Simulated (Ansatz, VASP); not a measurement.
# Two plane-wave programs on NaI

File INCAR:

```
  PREC = Accurate
  ENCUT = 500
  EDIFF = 1E-6
  ISMEAR = 0
  SIGMA = 0.1
  LREAL = False
  LASPH = True
  NELM = 120
  ALGO = Normal
  ISIF = 2
  LWAVE = False
  LCHARG = True
  GGA = PE
  LELF = True
  LVHAR = True
  NBANDS = 14
  GGA_COMPAT = False
```

Contents of KPOINTS:

```
Automatic mesh
0
Gamma
  6 6 6
```

POSCAR

```
NaI
1.0
    0.0000000000      3.2186567800      3.2186567800
    3.2186567800      0.0000000000      3.2186567800
    3.2186567800      3.2186567800      0.0000000000
Na I
1 1
Direct
    0.0000000000      0.0000000000      0.0000000000
    0.5000000000      0.5000000000      0.5000000000
```

Input for Ansatz:

```yaml
crystal:
  lattice:
    - [0.0, 3.21865678, 3.21865678]
    - [3.21865678, 0.0, 3.21865678]
    - [3.21865678, 3.21865678, 0.0]
  atoms:
    - { symbol: Na, position: [0.0, 0.0, 0.0] }
    - { symbol: I, position: [0.5, 0.5, 0.5] }
basis:
  ecutwfc: 420
kpoints:
  mp_grid: { grid: [6, 6, 6] }
hamiltonian:
  xc: pbe
scf:
  occupations: { method: gaussian, width: 0.1 }
  lower_state_search: "off"
output:
  forces: true
  stress: true
  eigenvalues: true
```

Alike in both runs: task single point; functional PBE; k mesh 6 × 6 × 6; occupations gaussian, width 0.1 eV; no spin polarisation.

|  | VASP | Ansatz |
| --- | --- | --- |
| version | VASP 6.6.1 | Ansatz 0.2.0 |
| potentials or method | VASP PAW PBE potentials, release 64 (Na_pv, I), cutoff 500 eV | scalar-relativistic, plane waves, PAW |
| valence electrons in the cell | 14 | 26 |

```tsv
	VASP	Ansatz	Ansatz less VASP
gap on the k mesh at the Fermi level (eV)	3.68	3.69	+0.004
least direct gap on the mesh (eV)	3.68	3.69	+0.004
pressure (GPa)	0.7	0.7	-0.02
```

VASP's potentials hold 14 valence electrons a cell and Ansatz's 26, so a difference there can come from the potentials and not from the codes.

Neither program's run includes spin-orbit coupling.
